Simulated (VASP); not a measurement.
Input of a VASP 6.6.1 run:

The input INCAR:

```
PREC = Accurate
ENCUT = 520
EDIFF = 1E-8
ISMEAR = -1
SIGMA = 0.05
LREAL = F
LASPH = T
NELM = 100
ALGO = Normal
ISIF = 2
LWAVE = F
LCHARG = F
GGA = PE
LEFG = T
NBANDS = 12
```

The input KPOINTS:

```
regular mesh
0
Gamma
  15 15 15
```

File POSCAR:

```
Ag
1.0
    0.0000000000      2.0431000000      1.9818070000
    2.0431000000      0.0000000000      1.9818070000
    2.0431000000      2.0431000000      0.0000000000
Ag
1
Direct
    0.0000000000      0.0000000000      0.0000000000
```

Potentials or basis: VASP PAW PBE potentials, release 64 (Ag).

Command:

```sh
$ cat potpaw_PBE.64/Ag/POTCAR > POTCAR
$ mpirun -np 1 vasp_std > vasp.out
```

(1) What does it give for the band gap on the k mesh?

(2) What does it give for the pressure?

## Answers

(1) zero (an odd number of electrons rules out a gap without spin polarisation).

(2) 8.3 GPa.

Caveat: the cell differs from its parent crystal (zz strain of -3 %); the cell stands under pressure; without QUAD_EFG the Cq values of the log hold for a quadrupole moment of 1 mb, not for the nuclei.
